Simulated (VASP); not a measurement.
# Hf4Si3O16 (a cell with a defect) in VASP: notebook, part 2 of 2

VASP 6.6.1. Earlier steps stand in the parts before.

**3. Single point, PBE**

The input, INCAR:

```
PREC = Accurate
ENCUT = 520
EDIFF = 1E-6
ISMEAR = 0
SIGMA = 0.01
LREAL = F
LASPH = T
NELM = 120
ALGO = Normal
ISIF = 2
LWAVE = F
LCHARG = F
GGA = PE
NBANDS = 91
GGA_COMPAT = F
```

The input, KPOINTS:

```
Automatic mesh
0
Gamma
  1 1 1
  0.25 0.25 0.25
```

The input, POSCAR:

```
Hf4Si3O16
1.0
    6.6465279200      0.0000000000      0.0000000000
    0.0000000000      6.6465279200      0.0000000000
    0.0000000000      0.0000000000      6.0147349600
Hf Si O
4 3 16
Direct
    0.0001146635     -0.0003855275     -0.0078740795
    0.5306435146      0.4952386898      0.5216155983
   -0.0579554471      0.5024910558      0.2182010364
    0.5013785292      0.0131837605      0.7501842894
    0.0122030117      0.4941249701      0.7501959767
    0.5010432769      0.0011906628      0.2429683597
   -0.0044217134      0.0016884718      0.4890531149
   -0.0121857670      0.8213886375      0.3003712293
    0.5555148521      0.3145066651      0.8168138250
    0.2173442179      0.4246618942      0.6085459722
    0.6836963042      0.0011243040      0.0607279026
    0.3138562187      0.0082287452      0.0655319705
    0.8475490177      0.5145996219      0.5579669190
   -0.0155600165      0.1878712530      0.3100273593
    0.4921119710      0.7063658969      0.7704104069
    0.2327252780      0.5144177663      0.3853450983
    0.8190688654     -0.0040613849      0.6783393895
    0.0153823515      0.6809487661      0.9229418524
    0.5022071863      0.1797979072      0.4281482318
   -0.0024483399      0.3146509403      0.9304756260
    0.5250768656      0.8045291281      0.4074090451
    0.1839302290     -0.0012667652      0.6667347321
    0.6486562488      0.5054283408      0.1928834880
```

Potentials or basis: VASP PAW PBE potentials, release 64 (Hf_pv, Si, O).

Started as:

```
$ cat potpaw_PBE.64/Hf_pv/POTCAR potpaw_PBE.64/Si/POTCAR potpaw_PBE.64/O/POTCAR > POTCAR
$ mpirun -np 1 vasp_std > vasp.out
```

OUTCAR:

```text
PREC = Accurate
   ENCUT = 520
   EDIFF = 1E-6
   ISMEAR = 0
   LREAL = F
   LASPH = T
   NELM = 120
   ISIF = 2
   GGA = PE

 ion  position               nearest neighbor table
   1  0.000  1.000  0.992-  20 2.13  12 2.13  11 2.14  18 2.16   8 2.20  17 2.24  14 2.29  22 2.31
                             7 2.99   7 3.03   3 3.59   4 3.62   3 3.63   4 3.64
   2  0.531  0.495  0.522-  15 2.07  13 2.12  23 2.13  16 2.15   9 2.15  21 2.17  19 2.18  10 2.20
                             3 3.29   5 3.48   4 3.49   4 3.71
   3  0.942  0.502  0.218-  23 1.96  13 2.14  20 2.17  16 2.18  14 2.18  18 2.19   8 2.20   5 2.85
                             5 3.23   2 3.29   1 3.59   1 3.63
   4  0.501  0.013  0.750-  15 2.04   9 2.07  17 2.16  22 2.17  11 2.23  19 2.23  12 2.27  21 2.49
                             6 2.97   6 3.05   2 3.49   1 3.62   1 3.64   2 3.71
   5  0.012  0.494  0.750-  13 1.60  20 1.61  18 1.62  10 1.67   3 2.85   3 3.23   2 3.48
   6  0.501  0.001  0.243-  19 1.63  11 1.64  12 1.64  21 1.65   4 2.97   4 3.05
   7  0.996  0.002  0.489-  17 1.64  14 1.64  22 1.65   8 1.65   1 2.99   1 3.03
   8  0.988  0.821  0.300-   7 1.65   3 2.20   1 2.20
   9  0.556  0.315  0.817-   4 2.07   2 2.15
  10  0.217  0.425  0.609-  16 1.47   5 1.67   2 2.20
  11  0.684  0.001  0.061-   6 1.64   1 2.14   4 2.23
  12  0.314  0.008  0.066-   6 1.64   1 2.13   4 2.27
  13  0.848  0.515  0.558-   5 1.60   2 2.12   3 2.14
  14  0.984  0.188  0.310-   7 1.64   3 2.18   1 2.29
  15  0.492  0.706  0.770-   4 2.04   2 2.07
  16  0.233  0.514  0.385-  10 1.47   2 2.15   3 2.18
  17  0.819  0.996  0.678-   7 1.64   4 2.16   1 2.24
  18  0.015  0.681  0.923-   5 1.62   1 2.16   3 2.19
  19  0.502  0.180  0.428-   6 1.63   2 2.18   4 2.23
  20  0.998  0.315  0.930-   5 1.61   1 2.13   3 2.17
  21  0.525  0.805  0.407-   6 1.65   2 2.17   4 2.49
  22  0.184  0.999  0.667-   7 1.65   4 2.17   1 2.31
  23  0.649  0.505  0.193-   3 1.96   2 2.13

  LATTYP: Found a simple tetragonal cell.
 ALAT       =     6.6465279200
 C/A-ratio  =     0.9049439094

  Lattice vectors:

 A1 = (   6.6465279200,   0.0000000000,   0.0000000000)
 A2 = (   0.0000000000,   6.6465279200,   0.0000000000)
[... 176 lines left out ...]
   AEXX    =    0.0000 exact exchange contribution
   IVDW    =     0    specifies the selected vdW correction
   LEPSILON=     F    determine dielectric tensor
   LRPA    =     F    only Hartree local field effects (RPA)
 non-spin polarized calculation
 Gauss-broadening in eV      SIGMA  =   0.01
  energy-cutoff  :      520.00
  volume of cell :      265.71
 maximum number of plane-waves:      7149
 NGX is ok and might be reduce to    50
   NGX = 25   NGY = 25   NGZ = 23

 number of electron     148.0000015 magnetization

 Free energy of the ion-electron system (eV)
  ---------------------------------------------------
  ext. energy  EPLUGINS =         0.00000000
  ---------------------------------------------------
  free energy    TOTEN  =      -197.33657901 eV

  energy without entropy =     -197.33657887  energy(sigma->0) =     -197.33657894

 E-fermi :   2.5318     XC(G=0): -10.6009

 val. band max:        2.5002258874   @ k =  -0.2500  -0.2500   0.2500
 cond. band min:       2.5635898046   @ k =  -0.2500  -0.2500   0.2500
 fundamental gap:      0.0633639172
 Fermi energy:         2.5317722213

 k-point     1 :       0.2500    0.2500    0.2500
  band No.  band energies     occupation
      1     -27.3127      2.00000
      2     -27.2464      2.00000
      3     -27.2217      2.00000
      4     -27.0926      2.00000
      5     -26.9748      2.00000
      6     -26.8546      2.00000
[... 345 lines left out ...]
     85       9.0556      0.00000
     86       9.2517      0.00000
 [bands above 86 left out]

------------------------ aborting loop because EDIFF is reached ----------------------------------------

  FORCE on cell =-STRESS in cart. coord.  units (eV):
  Direction    XX          YY          ZZ          XY          YZ          ZX
  --------------------------------------------------------------------------------------
  -------------------------------------------------------------------------------------
  Total        6.6522040      1.0832794      5.4129231     -0.3959755     -1.3130347     -0.6322516
  in kB       40.1115995      6.5319808     32.6389575     -2.3876615     -7.9173644     -3.8123642
  external PRESSURE =      26.4275126 kB  Pullay stress =       0.0000000 kB

 VOLUME and BASIS-vectors are now :
 -----------------------------------------------------------------------------
  energy-cutoff  :      520.00
  volume of cell :      265.71
      direct lattice vectors                 reciprocal lattice vectors
     6.646527920  0.000000000  0.000000000     0.150454495  0.000000000  0.000000000
     0.000000000  6.646527920  0.000000000     0.000000000  0.150454495  0.000000000
     0.000000000  0.000000000  6.014734960     0.000000000  0.000000000  0.166258365

 POSITION                                       TOTAL-FORCE (eV/Angst)
 -----------------------------------------------------------------------------------
      0.00076      6.64397      5.96737        -0.120457     -0.057061      0.066513
      3.52694      3.29162      3.13738        -0.023721      0.190625      0.201257
      6.26133      3.33982      1.31242        -0.142363      0.018264      0.018565
      3.33243      0.08763      4.51216         0.134512      0.109539      0.120511
      0.08111      3.28422      4.51223        -0.056520      0.010788      0.082562
      3.33020      0.00791      1.46139         0.205622     -0.165122     -0.029519
[... 15 lines left out ...]
      1.22250      6.63811      4.01023         0.074832      0.021876      0.110993
      4.31131      3.35934      1.16014         0.243856     -0.176174      0.237168
 -----------------------------------------------------------------------------------
    total drift:                                0.000447     -0.000066      0.000366

  FREE ENERGIE OF THE ION-ELECTRON SYSTEM (eV)
  ---------------------------------------------------
  free  energy   TOTEN  =      -197.3365790062 eV

  energy  without entropy=     -197.3365788705  energy(sigma->0) =     -197.33657894
```

stdout:

```text
POSCAR found type information on POSCAR HfSiO
 POSCAR found :  3 types and      23 ions
 scaLAPACK will be used
 -----------------------------------------------------------------------------
|                                                                             |
|                                                                             |
|     You have a (more or less) 'large supercell' and for larger cells it     |
|     might be more efficient to use real-space projection operators.         |
|     Therefore, try LREAL= Auto in the INCAR file.                           |
|     Mind: For very accurate calculation, you might also keep the            |
|     reciprocal projection scheme (i.e. LREAL=.FALSE.).                      |
|                                                                             |
 -----------------------------------------------------------------------------

 LDA part: xc-table for (Slater+PW92), standard interpolation
 POSCAR, INCAR and KPOINTS ok, starting setup
 FFT: planning ... GRIDC
 FFT: planning ... GRID_SOFT
 FFT: planning ... GRID
 WAVECAR not read
 entering main loop
```

Wall time 100 s (1 thread of AMD EPYC 9R45 (Zen 5), shared host); peak memory 0.34 GiB.

Results:

```yaml
Free_energy: -197.3366 eV
Pressure: 2.6 GPa
Largest_force: 0.503 eV/Å
Band_gap_on_the_k_mesh: 0.06 eV
```

Forces on the atoms (eV/Å):
```
Hf  -0.120 -0.057  0.067
Hf  -0.024  0.191  0.201
Hf  -0.142  0.018  0.019
Hf   0.135  0.110  0.121
Si  -0.057  0.011  0.083
Si   0.206 -0.165 -0.030
Si   0.021 -0.049 -0.081
O    0.011 -0.018 -0.085
O   -0.133 -0.089 -0.477
O    0.129 -0.023  0.033
O    0.191 -0.053 -0.163
O   -0.176  0.003 -0.136
O   -0.115 -0.037 -0.172
O   -0.018  0.119 -0.106
O    0.066 -0.099 -0.092
O   -0.019  0.057 -0.152
O   -0.096  0.036  0.171
O    0.025  0.091  0.129
O    0.051  0.072  0.195
O   -0.011 -0.107  0.113
O   -0.242  0.145  0.015
O    0.075  0.022  0.111
O    0.244 -0.176  0.237
```

Caveat: the k points lie up to 1.04 Å⁻¹ apart; spin-orbit coupling is left out, which moves the levels of the heavy elements.
